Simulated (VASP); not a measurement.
# MgCd3Se4 (P4/mmm) in VASP: further runs

The runs below take MgCd3Se4 through single point, with PBE.

All numbers are computed with VASP 6.6.1; they aren't measurements. Logs are shortened: lines on timing, memory, paths and dates and some standing lists are left out, and cuts for length are marked.

## (1) The cell of the first run

Symmetry: P4/mmm, No. 123, tetragonal system. Conventional cell: a = 4.039 Å, b = 4.039 Å, c = 11.325 Å, α = 90.00°, β = 90.00°, γ = 90.00°. Mg (site symmetry 4/mmm) has 6 Se at 2.78 to 2.86 Å within 3.7 Å. Within 3.8 Å of Cd (site symmetry 4/mmm) lie 6 Se at 2.86 to 2.89 Å. Cd (site symmetry 4mm) has 6 Se at 2.82 to 2.86 Å within 3.7 Å. Se (site symmetry 4mm) has 1 Mg at 2.78 Å and 5 Cd at 2.86 to 2.89 Å within 3.7 Å. Within 3.7 Å of Se (site symmetry 4/mmm) lie 2 Cd at 2.82 Å and 4 Mg at 2.86 Å. Within 3.7 Å of Se (site symmetry 4/mmm) lie 6 Cd at 2.84 to 2.86 Å.

## (2) Single point, PBE

The input, INCAR:

```
  ALGO = Normal
  EDIFF = 1E-6
  ENCUT = 520
  GGA = PE
  ISIF = 2
  ISMEAR = 0
  LASPH = T
  LCHARG = F
  LREAL = F
  LWAVE = F
  NBANDS = 41
  NELM = 60
  PREC = Accurate
  SIGMA = 0.1
```

The input, KPOINTS:

```
k-points
0
Gamma
  4 4 2
```

The input, POSCAR:

```
MgCd3Se4
1.0
    4.0385406024      0.0000000000      0.0000000000
    0.0000000000      4.0385406024      0.0000000000
    0.0000000000      0.0000000000     11.3250549373
Mg Cd Se
1 3 4
Direct
    0.0000000000      0.0000000000      0.5000000000
    0.0000000000      0.0000000000      0.0000000000
    0.5000000000      0.5000000000      0.2511647918
    0.5000000000      0.5000000000      0.7488352082
    0.0000000000      0.0000000000      0.2549568575
    0.5000000000      0.5000000000      0.5000000000
    0.0000000000      0.0000000000      0.7450431425
    0.5000000000      0.5000000000      0.0000000000
```

Potentials or basis: VASP PAW PBE potentials, release 64 (Mg, Cd, Se).

On the command line:

```
$ cat potpaw_PBE.64/Mg/POTCAR potpaw_PBE.64/Cd/POTCAR potpaw_PBE.64/Se/POTCAR > POTCAR
$ mpirun -np 1 vasp_std > vasp.out
```

OUTCAR:

```text
EDIFF = 1E-6
   ENCUT = 520
   GGA = PE
   ISIF = 2
   ISMEAR = 0
   LASPH = T
   LREAL = F
   NELM = 60
   PREC = Accurate

 ion  position               nearest neighbor table
   1  0.000  0.000  0.500-   5 2.78   7 2.78   6 2.86   6 2.86   6 2.86   6 2.86
   2  0.000  0.000  0.000-   8 2.86   8 2.86   8 2.86   8 2.86   5 2.89   7 2.89
   3  0.500  0.500  0.251-   6 2.82   8 2.84   5 2.86   5 2.86   5 2.86   5 2.86
   4  0.500  0.500  0.749-   6 2.82   8 2.84   7 2.86   7 2.86   7 2.86   7 2.86
   5  0.000  0.000  0.255-   1 2.78   3 2.86   3 2.86   3 2.86   3 2.86   2 2.89
   6  0.500  0.500  0.500-   3 2.82   4 2.82   1 2.86   1 2.86   1 2.86   1 2.86
   7  0.000  0.000  0.745-   1 2.78   4 2.86   4 2.86   4 2.86   4 2.86   2 2.89
   8  0.500  0.500  0.000-   3 2.84   4 2.84   2 2.86   2 2.86   2 2.86   2 2.86

  LATTYP: Found a simple tetragonal cell.
 ALAT       =     4.0385406024
 C/A-ratio  =     2.8042444170

  Lattice vectors:

 A1 = (   4.0385406024,   0.0000000000,   0.0000000000)
 A2 = (   0.0000000000,   4.0385406024,   0.0000000000)
 A3 = (   0.0000000000,   0.0000000000,  11.3250549373)

Analysis of symmetry for initial positions (statically):
=====================================================================
 Subroutine PRICEL returns:
 Original cell was already a primitive cell.

 Routine SETGRP: Setting up the symmetry group for a
 simple tetragonal supercell.

 Subroutine GETGRP returns: Found 16 space group operations
 (whereof 16 operations were pure point group operations)
 out of a pool of 16 trial point group operations.

The static configuration has the point symmetry D_4h.

Analysis of symmetry for dynamics (positions and initial velocities):
=====================================================================
 Subroutine PRICEL returns:
 Original cell was already a primitive cell.

 Routine SETGRP: Setting up the symmetry group for a
 simple tetragonal supercell.

 Subroutine GETGRP returns: Found 16 space group operations
 (whereof 16 operations were pure point group operations)
 out of a pool of 16 trial point group operations.

The dynamic configuration has the point symmetry D_4h.

 Subroutine INISYM returns: Found 16 space group operations
 (whereof 16 operations are pure point group operations),
 and found     1 'primitive' translations

----------------------------------------------------------------------------------------

                                     Primitive cell

  volume of cell :     184.7095

  direct lattice vectors                    reciprocal lattice vectors
     4.038540602  0.000000000  0.000000000     0.247614200  0.000000000  0.000000000
     0.000000000  4.038540602  0.000000000     0.000000000  0.247614200  0.000000000
     0.000000000  0.000000000 11.325054937     0.000000000  0.000000000  0.088299792

  length of vectors
     4.038540602  4.038540602 11.325054937     0.247614200  0.247614200  0.088299792

  position of ions in fractional coordinates (direct lattice)
     0.000000000  0.000000000  0.500000000
     0.000000000  0.000000000  0.000000000
     0.500000000  0.500000000  0.251164792
     0.500000000  0.500000000  0.748835208
     0.000000000  0.000000000  0.254956857
     0.500000000  0.500000000  0.500000000
     0.000000000  0.000000000  0.745043143
     0.500000000  0.500000000  0.000000000

  ion indices of the primitive-cell ions
   primitive index   ion index
                 1           1
                 2           2
                 3           3
                 4           4
                 5           5
                 6           6
                 7           7
                 8           8

----------------------------------------------------------------------------------------

 KPOINTS: k-points

Automatic generation of k-mesh.
 Grid dimensions read from file:
 generate k-points for:    4    4    2

 Generating k-lattice:

  Cartesian coordinates                     Fractional coordinates (reciprocal lattice)
     0.061903550  0.000000000  0.000000000     0.250000000  0.000000000  0.000000000
     0.000000000  0.061903550  0.000000000     0.000000000  0.250000000  0.000000000
     0.000000000  0.000000000  0.044149896     0.000000000  0.000000000  0.500000000

  Length of vectors
     0.061903550  0.061903550  0.044149896

  Shift w.r.t. Gamma in fractional coordinates (k-lattice)
     0.000000000  0.000000000  0.000000000

 Subroutine IBZKPT returns following result:
 ===========================================

 Found     12 irreducible k-points:

 Following reciprocal coordinates:
            Coordinates               Weight
  0.000000  0.000000  0.000000      1.000000
  0.250000  0.000000  0.000000      4.000000
  0.500000  0.000000  0.000000      2.000000
  0.250000  0.250000  0.000000      4.000000
  0.500000  0.250000  0.000000      4.000000
  0.500000  0.500000  0.000000      1.000000
  0.000000  0.000000  0.500000      1.000000
  0.250000  0.000000  0.500000      4.000000
  0.500000  0.000000  0.500000      2.000000
  0.250000  0.250000  0.500000      4.000000
  0.500000  0.250000  0.500000      4.000000
  0.500000  0.500000  0.500000      1.000000
   k-points           NKPTS =     12   k-points in BZ     NKDIM =     12   number of bands    NBANDS=     41
   number of dos      NEDOS =    301   number of ions     NIONS =      8
   total plane-waves  NPLWV =  75600
   dimension x,y,z NGX =    30 NGY =   30 NGZ =   84
   dimension x,y,z NGXF=    60 NGYF=   60 NGZF=  168
   ions per type =               1   3   4
   NGX,Y,Z   is equivalent  to a cutoff of  12.35, 12.35, 12.33 a.u.
   NGXF,Y,Z  is equivalent  to a cutoff of  24.70, 24.70, 24.66 a.u.
 SYSTEM =  unknown system
   PREC   = accura    normal or accurate (medium, high low for compatibility)
   ISTART =      0    job   : 0-new  1-cont  2-samecut
   ICHARG =      2    charge: 1-file 2-atom 10-const
   ISPIN  =      1    spin polarized calculation?
   LNONCOLLINEAR =      F non collinear calculations
   LSORBIT =      F    spin-orbit coupling
   LASPH  =      T    aspherical Exc in radial PAW
   ENCUT  =  520.0 eV  38.22 Ry    6.18 a.u.   7.51  7.51 21.06*2*pi/ulx,y,z
   NELM   =     60;   NELMIN=  2; NELMDL= -5     # of ELM steps
   EDIFF  = 0.1E-05   stopping-criterion for ELM
   LREAL  =      F    real-space projection
[... 7 lines left out ...]
   TEBEG  =    0.0;   TEEND  =   0.0 temperature during run
   PSTRESS=    0.0 pullay stress
   NELECT =      62.0000    total number of electrons
   NUPDOWN=      -1.0000    fix difference up-down
   EMIN   =  10.00;   EMAX   =-10.00  energy-range for DOS
   EFERMI =   0.00;   METHOD = LEGACY
   ISMEAR =     0;   SIGMA  =   0.10  broadening in eV -4-tet -1-fermi 0-gaus
   EFERMI_NEDOS =   21; number of points for ismear=-14 and -15
   IALGO  =     38    algorithm
   IMIX   =      4    mixing-type and parameters
     AMIX     =   0.40;   BMIX     =  1.00
     AMIX_MAG =   1.60;   BMIX_MAG =  1.00
  volume/ion in A,a.u.               =      23.09       155.81
  Fermi-wavevector in a.u.,A,eV,Ry     =   1.137738  2.150013 17.612035  1.294448
  Thomas-Fermi vector in A             =   2.274443
   LORBIT       =      0    0 simple, 1 ext, 2 COOP (PROOUT), +10 PAW based schemes
   GGA     = PE    functional components
   LHFCALC =     F    Hartree Fock is set to
   AEXX    =    0.0000 exact exchange contribution
   IVDW    =     0    specifies the selected vdW correction
   LEPSILON=     F    determine dielectric tensor
   LRPA    =     F    only Hartree local field effects (RPA)
 non-spin polarized calculation
 Gauss-broadening in eV      SIGMA  =   0.10
  energy-cutoff  :      520.00
  volume of cell :      184.71
 maximum number of plane-waves:      5003
   NGX = 15   NGY = 15   NGZ = 43

 number of electron      61.9999979 magnetization

 Free energy of the ion-electron system (eV)
  ---------------------------------------------------
  ext. energy  EPLUGINS =         0.00000000
  ---------------------------------------------------
  free energy    TOTEN  =       -22.90121018 eV

  energy without entropy =      -22.89117538  energy(sigma->0) =      -22.89619278

 E-fermi :   2.5224     XC(G=0):  -9.8392

 val. band max:        2.4581130020   @ k =   0.5000   0.0000   0.0000
 cond. band min:       2.5377957330   @ k =   0.5000   0.0000   0.0000
 fundamental gap:      0.0796827310
 Fermi energy:         2.5224396113

 k-point     1 :       0.0000    0.0000    0.0000
  band No.  band energies     occupation
      1     -10.4438      2.00000
      2      -9.9596      2.00000
      3      -9.9491      2.00000
      4      -9.4736      2.00000
      5      -5.5871      2.00000
      6      -5.5210      2.00000
[... 33 lines left out ...]
     40       8.9101      0.00000
     41      10.6351      0.00000

 k-point     2 :       0.2500    0.0000    0.0000
  band No.  band energies     occupation
      1     -10.1599      2.00000
      2      -9.7550      2.00000
      3      -9.7413      2.00000
      4      -9.4101      2.00000
      5      -5.6286      2.00000
      6      -5.5916      2.00000
[... 33 lines left out ...]
     40       9.1637      0.00000
     41       9.3646      0.00000

 k-point     3 :       0.5000    0.0000    0.0000
  band No.  band energies     occupation
      1      -9.7009      2.00000
      2      -9.5716      2.00000
      3      -9.4873      2.00000
      4      -9.4454      2.00000
      5      -5.7393      2.00000
      6      -5.6851      2.00000
[... 33 lines left out ...]
     40       7.8829      0.00000
     41       7.8955      0.00000

 k-point     4 :       0.2500    0.2500    0.0000
  band No.  band energies     occupation
      1      -9.9677      2.00000
      2      -9.6435      2.00000
      3      -9.6231      2.00000
      4      -9.3673      2.00000
      5      -5.6603      2.00000
      6      -5.6043      2.00000
[... 33 lines left out ...]
     40       8.6381      0.00000
     41       8.7334      0.00000

 k-point     5 :       0.5000    0.2500    0.0000
  band No.  band energies     occupation
      1      -9.7017      2.00000
      2      -9.5759      2.00000
      3      -9.5004      2.00000
      4      -9.3354      2.00000
      5      -5.6021      2.00000
      6      -5.5778      2.00000
[... 33 lines left out ...]
     40       9.3659      0.00000
     41       9.4464      0.00000

 k-point     6 :       0.5000    0.5000    0.0000
  band No.  band energies     occupation
      1      -9.7069      2.00000
      2      -9.5805      2.00000
      3      -9.5131      2.00000
      4      -9.2119      2.00000
      5      -5.5451      2.00000
      6      -5.5451      2.00000
[... 33 lines left out ...]
     40       9.7474      0.00000
     41       9.7475      0.00000

 k-point     7 :       0.0000    0.0000    0.5000
  band No.  band energies     occupation
      1     -10.3450      2.00000
      2     -10.2310      2.00000
      3      -9.7677      2.00000
      4      -9.4799      2.00000
      5      -5.5871      2.00000
      6      -5.5397      2.00000
[... 33 lines left out ...]
     40       9.6888      0.00000
     41      10.0062      0.00000

 k-point     8 :       0.2500    0.0000    0.5000
  band No.  band energies     occupation
      1     -10.0760      2.00000
      2      -9.9669      2.00000
      3      -9.6249      2.00000
      4      -9.3988      2.00000
      5      -5.6283      2.00000
      6      -5.6002      2.00000
[... 33 lines left out ...]
     40       9.0850      0.00000
     41       9.1998      0.00000

 k-point     9 :       0.5000    0.0000    0.5000
  band No.  band energies     occupation
      1      -9.6791      2.00000
      2      -9.5510      2.00000
      3      -9.5091      2.00000
      4      -9.4726      2.00000
      5      -5.7390      2.00000
      6      -5.6842      2.00000
[... 33 lines left out ...]
     40       8.0532      0.00000
     41       8.1803      0.00000

 k-point    10 :       0.2500    0.2500    0.5000
  band No.  band energies     occupation
      1      -9.9083      2.00000
      2      -9.7782      2.00000
      3      -9.5706      2.00000
      4      -9.3472      2.00000
      5      -5.6604      2.00000
      6      -5.5531      2.00000
[... 33 lines left out ...]
     40       8.6888      0.00000
     41       9.0260      0.00000

 k-point    11 :       0.5000    0.2500    0.5000
  band No.  band energies     occupation
      1      -9.6889      2.00000
      2      -9.5595      2.00000
      3      -9.5176      2.00000
      4      -9.3533      2.00000
      5      -5.5756      2.00000
      6      -5.5589      2.00000
[... 33 lines left out ...]
     40       9.7554      0.00000
     41       9.8637      0.00000

 k-point    12 :       0.5000    0.5000    0.5000
  band No.  band energies     occupation
      1      -9.6987      2.00000
      2      -9.5682      2.00000
      3      -9.5261      2.00000
      4      -9.2250      2.00000
      5      -5.5479      2.00000
      6      -5.5479      2.00000
[... 33 lines left out ...]
     40      10.3422      0.00000
     41      10.8797      0.00000

------------------------ aborting loop because EDIFF is reached ----------------------------------------

  FORCE on cell =-STRESS in cart. coord.  units (eV):
  Direction    XX          YY          ZZ          XY          YZ          ZX
  --------------------------------------------------------------------------------------
  -------------------------------------------------------------------------------------
  Total        0.3365549      0.3365549     -0.0035778      0.0000000     -0.0000000      0.0000000
  in kB        2.9192905      2.9192905     -0.0310338      0.0000000     -0.0000000      0.0000000
  external PRESSURE =       1.9358491 kB  Pullay stress =       0.0000000 kB

 VOLUME and BASIS-vectors are now :
 -----------------------------------------------------------------------------
  energy-cutoff  :      520.00
  volume of cell :      184.71
      direct lattice vectors                 reciprocal lattice vectors
     4.038540602  0.000000000  0.000000000     0.247614200  0.000000000  0.000000000
     0.000000000  4.038540602  0.000000000     0.000000000  0.247614200  0.000000000
     0.000000000  0.000000000 11.325054937     0.000000000  0.000000000  0.088299792

 POSITION                                       TOTAL-FORCE (eV/Angst)
 -----------------------------------------------------------------------------------
      0.00000      0.00000      5.66253        -0.000000      0.000000      0.000000
      0.00000      0.00000      0.00000        -0.000000      0.000000      0.000000
      2.01927      2.01927      2.84446        -0.000000     -0.000000      0.010987
      2.01927      2.01927      8.48060        -0.000000      0.000000     -0.010987
      0.00000      0.00000      2.88740         0.000000      0.000000      0.023950
      2.01927      2.01927      5.66253        -0.000000      0.000000      0.000000
      0.00000      0.00000      8.43765         0.000000     -0.000000     -0.023950
      2.01927      2.01927      0.00000        -0.000000      0.000000      0.000000
 -----------------------------------------------------------------------------------
    total drift:                                0.000000      0.000000      0.000000

  FREE ENERGIE OF THE ION-ELECTRON SYSTEM (eV)
  ---------------------------------------------------
  free  energy   TOTEN  =       -22.9012101778 eV

  energy  without entropy=      -22.8911753762  energy(sigma->0) =      -22.89619278
```

Wall time 66 s (1 thread of Intel Xeon 6975P-C (Granite Rapids), shared host); peak memory 0.3 GiB.

Results:

```
Free energy            : -22.9012 eV
Pressure               : 0.2 GPa
Largest force          : 0.024 eV/Å
Band gap on the k mesh : zero (bands 31 and 32 overlap by 0.42 eV)
```

Forces in eV/Å, atoms in the order of the input:
```
Mg   0.000  0.000  0.000
Cd   0.000  0.000  0.000
Cd   0.000  0.000  0.011
Cd   0.000  0.000 -0.011
Se   0.000  0.000  0.024
Se   0.000  0.000  0.000
Se   0.000  0.000 -0.024
Se   0.000  0.000  0.000
```

Levels at points of the mesh, in eV from the Fermi level:
| k point | band 27 | band 28 | band 29 | band 30 | band 31 | band 32 | band 33 | band 34 | band 35 | band 36 |
| --- | --- | --- | --- | --- | --- | --- | --- | --- | --- | --- |
| (0.00, 0.00, 0.00) | -1.32 | -1.32 | -0.62 | -0.53 | -0.53 | -0.24 | 0.51 | 2.58 | 2.99 | 4.63 |
| (0.50, 0.00, 0.00) | -0.50 | -0.18 | -0.16 | -0.06 | 0.02 | 3.07 | 3.08 | 3.76 | 3.83 | 5.10 |
| (0.50, 0.50, 0.00) | -2.96 | -2.14 | -2.06 | -2.00 | -2.00 | -0.40 | 0.22 | 3.12 | 3.49 | 5.00 |
| (0.00, 0.00, 0.50) | -1.80 | -0.91 | -0.91 | -0.67 | -0.67 | 0.35 | 0.92 | 2.08 | 2.64 | 4.66 |
| (0.50, 0.00, 0.50) | -1.13 | -0.85 | -0.20 | -0.13 | -0.09 | 3.72 | 3.80 | 3.80 | 3.97 | 4.25 |
| (0.50, 0.50, 0.50) | -2.55 | -2.55 | -2.48 | -2.26 | -2.26 | 0.99 | 1.13 | 1.21 | 2.31 | 5.45 |

Caveat: the k points lie up to 0.39 Å⁻¹ apart; semilocal functionals underestimate gaps, so a narrow gap can read as zero.

(Part 1 of 2 ends here.)
